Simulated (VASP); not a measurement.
**NaF: relaxation of cell and atoms with PBE**

The system is NaF.

```
CELL_PARAMETERS angstrom
0.00000 2.35028 2.35028
2.35028 0.00000 2.35028
2.35028 2.35028 0.00000
ATOMIC_POSITIONS crystal
Na 0.00000 0.00000 0.00000
F 0.50000 0.50000 0.50000
```

* Program: VASP 6.6.1
* Task: relaxation of cell and atoms
* Functional: PBE
* Potentials or basis: VASP PAW PBE potentials, release 64 (Na_pv, F)
* Cutoff: 600 eV
* k mesh: 8 × 8 × 8
* Occupations: methfessel-paxton, width 0.02 eV
* Spin: no spin polarisation
* Dipole correction: no
* Further INCAR settings: ALGO = Normal; EDIFF = 1e-07; IBRION = 2; EDIFFG = -0.01; NSW = 100; ISIF = 3

The relaxed volume is 12.95 Å³/atom. The relaxed cell is a = 3.321 Å, b = 3.321 Å, c = 3.321 Å, α = 60.00°, β = 60.00°, γ = 60.00° and the space group after relaxing (to 0.1 Å) is Fm-3m (No. 225). The energy gained by relaxing is 0.0 meV/atom, the ionic steps are 2 and the pressure after relaxing is -0.1 GPa. The band gap on the k mesh is 6.09 eV.

Final structure:
```xyz
2
Lattice="0.0000 2.3483 2.3483 2.3483 0.0000 2.3483 2.3483 2.3483 0.0000" Properties=species:S:1:pos:R:3 pbc="T T T"
Na    2.3483    0.0000    2.3483
F     2.3483    2.3483    2.3483
```

Levels at points of the mesh, in eV from the valence-band top:
| k point | band 5 | band 6 | band 7 | band 8 | band 9 | band 10 |
| --- | --- | --- | --- | --- | --- | --- |
| (0.00, 0.00, 0.00) | 0.00 | 0.00 | 0.00 | 6.09 | 18.69 | 18.69 |
| (0.50, 0.00, 0.00) | -1.50 | -0.23 | -0.23 | 10.54 | 12.13 | 19.68 |
| (0.50, 0.50, 0.00) | -1.21 | -0.39 | -0.39 | 12.83 | 13.17 | 13.21 |

Wall time 29 s on 1 thread of AMD EPYC 7R43 64-Core Processor (Zen 3), with other jobs on the host, peak memory 0.11 GiB.
